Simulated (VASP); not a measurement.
# Cs3LiCd (Pm-3m) in VASP: a series of runs

The runs below take Cs3LiCd through single point, relaxation of cell and atoms, with PBE.

All numbers are computed with VASP 6.6.1; they aren't measurements. Logs are shortened: lines on timing, memory, paths and dates and some standing lists are left out, and cuts for length are marked.

## 1. The cell of the first run

The structure is cubic, space group Pm-3m (No. 221). Conventional cell: a = 5.864 Å, b = 5.864 Å, c = 5.864 Å, α = 90.00°, β = 90.00°, γ = 90.00°. Cs (site symmetry 4/mmm) has 2 Li at 2.93 Å within 3.9 Å. Li (site symmetry m-3m) has 6 Cs at 2.93 Å within 3.9 Å. Within 5.4 Å of Cd (site symmetry m-3m) lie 12 Cs at 4.15 Å and 8 Li at 5.08 Å.

The cell was generated, and may not be a known phase.

## 2. Single point, PBE

The input, INCAR:

```
SYSTEM = Cs3LiCd
ALGO = Fast
EDIFF = 1E-7
ENCUT = 520
GGA = PE
ISIF = 2
ISMEAR = 0
LASPH = .TRUE.
LCHARG = .TRUE.
LELF = .TRUE.
LREAL = .FALSE.
LVHAR = .TRUE.
LWAVE = .FALSE.
NBANDS = 29
NELM = 100
PREC = Accurate
SIGMA = 0.1
```

The input, KPOINTS:

```
k-points
0
G
  4 4 4
  0 0 0
```

The input, POSCAR:

```
Cs3LiCd
1.0
    5.8638625400      0.0000000000      0.0000000000
    0.0000000000      5.8638625400      0.0000000000
    0.0000000000      0.0000000000      5.8638625400
Cs Li Cd
3 1 1
Direct
    0.0000000000      0.5000000000      0.5000000000
    0.5000000000      0.0000000000      0.5000000000
    0.5000000000      0.5000000000      0.0000000000
    0.5000000000      0.5000000000      0.5000000000
    0.0000000000      0.0000000000      0.0000000000
```

Potentials or basis: VASP PAW PBE potentials, release 64 (Cs_sv, Li_sv, Cd).

Run with:

```sh
cat potpaw_PBE.64/Cs_sv/POTCAR potpaw_PBE.64/Li_sv/POTCAR potpaw_PBE.64/Cd/POTCAR > POTCAR
mpirun -np 1 vasp_std > vasp.out
```

OUTCAR:

```text
SYSTEM = Cs3LiCd
   EDIFF = 1E-7
   ENCUT = 520
   GGA = PE
   ISIF = 2
   ISMEAR = 0
   LASPH = .TRUE.
   LREAL = .FALSE.
   NELM = 100
   PREC = Accurate

 ion  position               nearest neighbor table
   1  0.000  0.500  0.500-
   2  0.500  0.000  0.500-
   3  0.500  0.500  0.000-
   4  0.500  0.500  0.500-
   5  0.000  0.000  0.000-

  LATTYP: Found a simple cubic cell.
 ALAT       =     5.8638625400

  Lattice vectors:

 A1 = (   5.8638625400,   0.0000000000,   0.0000000000)
 A2 = (   0.0000000000,   5.8638625400,   0.0000000000)
 A3 = (   0.0000000000,   0.0000000000,   5.8638625400)

Analysis of symmetry for initial positions (statically):
=====================================================================
 Subroutine PRICEL returns:
 Original cell was already a primitive cell.

 Routine SETGRP: Setting up the symmetry group for a
 simple cubic supercell.

 Subroutine GETGRP returns: Found 48 space group operations
 (whereof 48 operations were pure point group operations)
 out of a pool of 48 trial point group operations.

The static configuration has the point symmetry O_h .

Analysis of symmetry for dynamics (positions and initial velocities):
=====================================================================
 Subroutine PRICEL returns:
 Original cell was already a primitive cell.

 Routine SETGRP: Setting up the symmetry group for a
 simple cubic supercell.

 Subroutine GETGRP returns: Found 48 space group operations
 (whereof 48 operations were pure point group operations)
 out of a pool of 48 trial point group operations.

The dynamic configuration has the point symmetry O_h .

 Subroutine INISYM returns: Found 48 space group operations
 (whereof 48 operations are pure point group operations),
 and found     1 'primitive' translations

----------------------------------------------------------------------------------------

                                     Primitive cell

  volume of cell :     201.6282

  direct lattice vectors                    reciprocal lattice vectors
     5.863862540  0.000000000  0.000000000     0.170536058  0.000000000  0.000000000
     0.000000000  5.863862540  0.000000000     0.000000000  0.170536058  0.000000000
     0.000000000  0.000000000  5.863862540     0.000000000  0.000000000  0.170536058

  length of vectors
     5.863862540  5.863862540  5.863862540     0.170536058  0.170536058  0.170536058

  position of ions in fractional coordinates (direct lattice)
[... 73 lines left out ...]
   NSW    =      0    number of steps for IOM
   IBRION =     -1    ionic relax: 0-MD 1-quasi-New 2-CG
   NFREE  =      0    steps in history (QN), initial steepest desc. (CG)
   ISIF   =      2    stress and relaxation
   ISYM   =      2    0-nonsym 1-usesym 2-fastsym
   POTIM  = 0.5000    time-step for ionic-motion
   TEBEG  =    0.0;   TEEND  =   0.0 temperature during run
   PSTRESS=    0.0 pullay stress
   NELECT =      42.0000    total number of electrons
   NUPDOWN=      -1.0000    fix difference up-down
   EMIN   =  10.00;   EMAX   =-10.00  energy-range for DOS
   EFERMI =   0.00;   METHOD = LEGACY
   ISMEAR =     0;   SIGMA  =   0.10  broadening in eV -4-tet -1-fermi 0-gaus
   EFERMI_NEDOS =   21; number of points for ismear=-14 and -15
   IALGO  =     68    algorithm
   IMIX   =      4    mixing-type and parameters
     AMIX     =   0.40;   BMIX     =  1.00
     AMIX_MAG =   1.60;   BMIX_MAG =  1.00
  volume/ion in A,a.u.               =      40.33       272.13
  Fermi-wavevector in a.u.,A,eV,Ry     =   0.970452  1.833889 12.813660  0.941777
  Thomas-Fermi vector in A             =   2.100588
   LORBIT       =      0    0 simple, 1 ext, 2 COOP (PROOUT), +10 PAW based schemes
   GGA     = PE    functional components
   LHFCALC =     F    Hartree Fock is set to
   AEXX    =    0.0000 exact exchange contribution
   IVDW    =     0    specifies the selected vdW correction
   LEPSILON=     F    determine dielectric tensor
   LRPA    =     F    only Hartree local field effects (RPA)
 non-spin polarized calculation
 RMM-DIIS sequential band-by-band and
 Gauss-broadening in eV      SIGMA  =   0.10
  energy-cutoff  :      520.00
  volume of cell :      201.63
 maximum number of plane-waves:      5520
 NGX is ok and might be reduce to    48
   NGX = 21   NGY = 21   NGZ = 21

 number of electron      41.9999993 magnetization

 Free energy of the ion-electron system (eV)
  ---------------------------------------------------
  ext. energy  EPLUGINS =         0.00000000
  ---------------------------------------------------
  free energy    TOTEN  =        -1.96045442 eV

  energy without entropy =       -1.92441164  energy(sigma->0) =       -1.94243303

 E-fermi :   2.7808     XC(G=0):  -8.0489

 val. band max:        2.7709947993   @ k =   0.2500   0.2500   0.0000
 cond. band min:       2.8513349808   @ k =   0.5000   0.2500   0.0000
 fundamental gap:      0.0803401815
 Fermi energy:         2.7808038251

 k-point     1 :       0.0000    0.0000    0.0000
  band No.  band energies     occupation
      1     -45.2714      2.00000
      2     -20.8038      2.00000
      3     -20.5956      2.00000
      4     -20.5956      2.00000
      5      -8.2636      2.00000
      6      -8.2636      2.00000
[... 309 lines left out ...]
     28       5.6557      0.00000
     29       5.7438      0.00000

------------------------ aborting loop because EDIFF is reached ----------------------------------------

  FORCE on cell =-STRESS in cart. coord.  units (eV):
  Direction    XX          YY          ZZ          XY          YZ          ZX
  --------------------------------------------------------------------------------------
  -------------------------------------------------------------------------------------
  Total        6.2659937      6.2659937      6.2659937     -0.0000000     -0.0000000     -0.0000000
  in kB       49.7908102     49.7908102     49.7908102     -0.0000000     -0.0000000     -0.0000000
  external PRESSURE =      49.7908102 kB  Pullay stress =       0.0000000 kB

 VOLUME and BASIS-vectors are now :
 -----------------------------------------------------------------------------
  energy-cutoff  :      520.00
  volume of cell :      201.63
      direct lattice vectors                 reciprocal lattice vectors
     5.863862540  0.000000000  0.000000000     0.170536058  0.000000000  0.000000000
     0.000000000  5.863862540  0.000000000     0.000000000  0.170536058  0.000000000
     0.000000000  0.000000000  5.863862540     0.000000000  0.000000000  0.170536058

 POSITION                                       TOTAL-FORCE (eV/Angst)
 -----------------------------------------------------------------------------------
      0.00000      2.93193      2.93193         0.000000      0.000000      0.000000
      2.93193      0.00000      2.93193         0.000000      0.000000      0.000000
      2.93193      2.93193      0.00000         0.000000      0.000000      0.000000
      2.93193      2.93193      2.93193         0.000000      0.000000      0.000000
      0.00000      0.00000      0.00000         0.000000      0.000000      0.000000
 -----------------------------------------------------------------------------------
    total drift:                                0.000000     -0.000000     -0.000000

  FREE ENERGIE OF THE ION-ELECTRON SYSTEM (eV)
  ---------------------------------------------------
  free  energy   TOTEN  =        -1.9604544180 eV

  energy  without entropy=       -1.9244116441  energy(sigma->0) =       -1.94243303
```

OSZICAR:

```text
N       E                     dE             d eps       ncg     rms          rms(c)
DAV:   1     0.316704650428E+03    0.31670E+03   -0.18076E+04   580   0.127E+03
DAV:   2     0.300422732043E+02   -0.28666E+03   -0.27904E+03   694   0.270E+02
DAV:   3    -0.109865635505E+01   -0.31141E+02   -0.30719E+02   891   0.867E+01
[... 25 lines left out ...]
RMM:  29    -0.196045420776E+01   -0.17905E-06   -0.20313E-06   437   0.331E-03    0.188E-04
RMM:  30    -0.196045434287E+01   -0.13510E-06   -0.15775E-06   377   0.289E-03    0.125E-04
RMM:  31    -0.196045442145E+01   -0.78587E-07   -0.11194E-06   379   0.288E-03    0.142E-04
RMM:  32    -0.196045449934E+01   -0.77887E-07   -0.10224E-06   389   0.276E-03    0.215E-04
RMM:  33    -0.196045441804E+01    0.81305E-07   -0.69310E-07   471   0.281E-03
   1 F= -.19604544E+01 E0= -.19424330E+01  d E =-.360428E-01
```

Run time: 4.7 min. Hardware: 1 thread of Intel Xeon 8259CL, shared host; peak memory 0.35 GiB.

What came out:

- Free energy: -1.9605 eV
- Band gap on the k mesh: zero (bands 21 and 22 overlap by 1.30 eV)

Levels at points of the mesh, in eV from the Fermi level:
```csv
k point,band 18,band 19,band 20,band 21,band 22,band 23,band 24,band 25
"(0.00, 0.00, 0.00)",-8.91,-4.10,-1.55,0.69,0.69,0.79,0.79,0.79
"(0.50, 0.00, 0.00)",-8.88,-3.39,-1.17,-0.17,0.55,0.55,0.94,1.10
"(0.50, 0.50, 0.00)",-8.88,-3.26,-0.44,-0.44,0.12,0.53,0.53,0.95
"(0.50, 0.50, 0.50)",-8.90,-3.65,-0.61,-0.61,-0.61,0.95,0.95,0.95
```

Caveat: the cutoff is under 1.25 times the usual one of these potentials, so pressure, stress and relaxed cells hold a basis-set (Pulay) error; spin-orbit coupling is left out, which moves the levels of the heavy elements.

## 3. Single point, PBE

This run uses another cell than the first one, of 87.22 Å³/atom.

The input, INCAR:

```
PREC = Accurate ; ENCUT = 520
EDIFF = 1E-7 ; ISMEAR = 0
SIGMA = 0.1 ; LREAL = False
LASPH = True ; NELM = 60
ALGO = Fast ; ISIF = 2
LWAVE = False ; LCHARG = False
GGA = PE ; NBANDS = 29
```

The input, KPOINTS:

```
regular mesh
0
Gamma
  4 4 4
```

POSCAR: that of step 2 with these lines changed.

```diff
@@ -2,5 +2,5 @@
 1.0
-    5.8638625400      0.0000000000      0.0000000000
-    0.0000000000      5.8638625400      0.0000000000
-    0.0000000000      0.0000000000      5.8638625400
+    7.5834898496      0.0000000000      0.0000000000
+    0.0000000000      7.5834898496      0.0000000000
+    0.0000000000      0.0000000000      7.5834898496
 Cs Li Cd
```

Potentials or basis: VASP PAW PBE potentials, release 64 (Cs_sv, Li_sv, Cd).

Run with:

```sh
cat potpaw_PBE.64/Cs_sv/POTCAR potpaw_PBE.64/Li_sv/POTCAR potpaw_PBE.64/Cd/POTCAR > POTCAR
mpirun -np 1 vasp_std > vasp.out
```

It took 14 min on 1 thread of Intel Xeon 8259CL, shared host; peak memory 0.5 GiB.

Results (log left out):

```yaml
Free_energy: -4.0240 eV
Band_gap_on_the_k_mesh: zero (bands 21 and 22 overlap by 1.22 eV)
```

Levels at points of the mesh, in eV from the Fermi level:
```tsv
k point	band 17	band 18	band 19	band 20	band 21	band 22	band 23	band 24	band 25	band 26
(0.00, 0.00, 0.00)	-9.00	-9.00	-3.32	-1.51	0.74	0.74	0.74	0.94	0.94	1.03
(0.50, 0.00, 0.00)	-9.00	-9.00	-3.20	-1.37	0.12	0.15	0.69	0.69	1.06	1.06
(0.50, 0.50, 0.00)	-9.00	-9.00	-3.15	-0.75	-0.48	-0.48	0.70	0.86	0.92	0.92
(0.50, 0.50, 0.50)	-9.00	-9.00	-3.14	-0.22	-0.22	-0.22	-0.11	0.38	0.38	0.38
```

Caveat: the cutoff is under 1.25 times the usual one of these potentials, so pressure, stress and relaxed cells hold a basis-set (Pulay) error; spin-orbit coupling is left out, which moves the levels of the heavy elements.

## 4. Single point, PBE

This run uses another cell than the first one, of 87.22 Å³/atom.

The input, INCAR:

```
SYSTEM = Cs3LiCd
PREC     = Accurate       ! precision mode
ENCUT    = 520            ! plane-wave cutoff, eV
EDIFF    = 1E-6           ! SCF threshold, eV
ISMEAR   = 0              ! smearing method
SIGMA    = 0.1            ! smearing width, eV
LREAL    = .FALSE.        ! projectors in reciprocal space
LASPH    = .TRUE.         ! aspherical terms in the spheres
NELM     = 60             ! most SCF steps
ALGO     = Fast           ! electronic algorithm
ISIF     = 2              ! what is computed and relaxed
LWAVE    = .FALSE.        ! write WAVECAR
LCHARG   = .FALSE.        ! write CHGCAR
GGA      = PE             ! functional
NBANDS   = 29             ! bands
```

The input, KPOINTS:

```
regular mesh
0
G
  6 6 6
  0 0 0
```

POSCAR is that of step 3.

Run with:

```sh
cat potpaw_PBE.64/Cs_sv/POTCAR potpaw_PBE.64/Li_sv/POTCAR potpaw_PBE.64/Cd/POTCAR > POTCAR
mpirun -np 1 vasp_std > vasp.out
```

Run time: 22 min. Hardware: 1 thread of Intel Xeon 8259CL, shared host; peak memory 0.58 GiB.

The run converged. Its results:

```
Free energy            : -4.0174 eV
Band gap on the k mesh : zero (bands 21 and 22 overlap by 1.22 eV)
```

Levels at points of the mesh, in eV from the Fermi level:
| k point | band 18 | band 19 | band 20 | band 21 | band 22 | band 23 | band 24 | band 25 |
| --- | --- | --- | --- | --- | --- | --- | --- | --- |
| (0.00, 0.00, 0.00) | -8.97 | -3.28 | -1.47 | 0.78 | 0.78 | 0.78 | 0.98 | 0.98 |
| (0.50, 0.00, 0.00) | -8.97 | -3.16 | -1.32 | 0.17 | 0.19 | 0.73 | 0.73 | 1.10 |
| (0.50, 0.50, 0.00) | -8.97 | -3.11 | -0.71 | -0.43 | -0.43 | 0.74 | 0.90 | 0.97 |
| (0.50, 0.50, 0.50) | -8.97 | -3.11 | -0.17 | -0.17 | -0.17 | -0.06 | 0.42 | 0.42 |

Caveat: the cutoff is under 1.25 times the usual one of these potentials, so pressure, stress and relaxed cells hold a basis-set (Pulay) error; spin-orbit coupling is left out, which moves the levels of the heavy elements.

(Continued in part 2 of 2.)

The gap in the log of VASP goes by the Fermi energy; the results here count the filled bands.